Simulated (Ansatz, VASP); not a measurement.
GaN in VASP and in Ansatz

```
Ga N
1.0
     0.00000    2.12960    2.08851
     2.12960    0.00000    2.08851
     2.12960    2.12960    0.00000
Ga N
1 1
Direct
  0.00000 0.00000 0.00000
  0.50000 0.50000 0.50000
```

Change from the starting cell: epitaxial_xy strain +1.0%.

Alike in both runs: task single point; functional r2SCAN; k mesh 10 × 10 × 10; occupations fermi-dirac, width 0.02 eV; non-collinear spin, spin-orbit coupling.

```csv
,VASP,Ansatz
version,VASP 6.6.1,Ansatz 0.2.0
potentials or method,"VASP PAW PBE potentials, release 64 (Ga_d, N)","plane waves, PAW"
plane-wave cutoff (eV),520,500
valence electrons in the cell,18,18
```

```csv
,VASP,Ansatz,Ansatz less VASP
pressure (GPa),-1.1,-2.4,-1.27
"traceless stress, the component that is largest in VASP (GPa)",2.48,2.29,-0.183
```

VASP's potentials were made for PBE, not for r2SCAN. With one functional, cell and mesh, what is left measures potentials, basis and numerics.
